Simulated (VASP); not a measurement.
Set up this calculation in VASP 6.6.1, as the native input.

* Task: single point
* Functional: PBE
* Potentials or basis: VASP PAW PBE potentials, release 64 (Ga_d, Te, S)
* Cutoff: 520 eV
* k mesh: 6 × 6 × 2
* Occupations: gaussian, width 0.1 eV
* Spin: no spin polarisation
* Dipole correction: no
* Further INCAR settings: ALGO = Normal; EDIFF = 1e-06; NBANDS = 30

The structure of Ga2Te2S lies in POSCAR:

```
Ga2Te2S
1.0
    4.7945149800      0.0000000000      0.0000000000
   -2.3972574900      4.1521717700      0.0000000000
    0.0000000000      0.0000000000      7.9583086500
Ga Te S
2 2 1
Direct
    0.6666666700      0.3333333300      0.3717364700
    0.3333333300      0.6666666700      0.6282635300
    0.3333333300      0.6666666700      0.2578401600
    0.6666666700      0.3333333300      0.7421598400
    0.0000000000      0.0000000000      0.0000000000
```

The cell was built from a structure type or drawn by symmetry, and may not be a known phase.

One way to write it, as run:

INCAR

```
PREC = Accurate
ENCUT = 520
EDIFF = 1E-6
ISMEAR = 0
SIGMA = 0.1
LREAL = False
LASPH = True
NELM = 60
ALGO = Normal
ISIF = 2
LWAVE = False
LCHARG = False
GGA = PE
NBANDS = 30
```

KPOINTS

```
regular mesh
0
Gamma
  6 6 2
```

Potentials or basis: VASP PAW PBE potentials, release 64 (Ga_d, Te, S).

Launch:

```console
$ cat potpaw_PBE.64/Ga_d/POTCAR potpaw_PBE.64/Te/POTCAR potpaw_PBE.64/S/POTCAR > POTCAR
$ mpirun -np 1 vasp_std > vasp.out
```

It gave:

* Pressure: -4.0 GPa
* Largest force: 0.386 eV/Å
* Band gap on the k mesh: zero (bands 22 and 23 overlap by 0.74 eV)

Caveat: the k points lie up to 0.39 Å⁻¹ apart, too coarse for converged energies and pressures of a metal; spin-orbit coupling is left out, which moves the levels of the heavy elements.

It took 38 s on 1 thread of AMD EPYC 9R45 96-Core Processor (Zen 5), with other jobs on the host, peak memory 0.26 GiB.
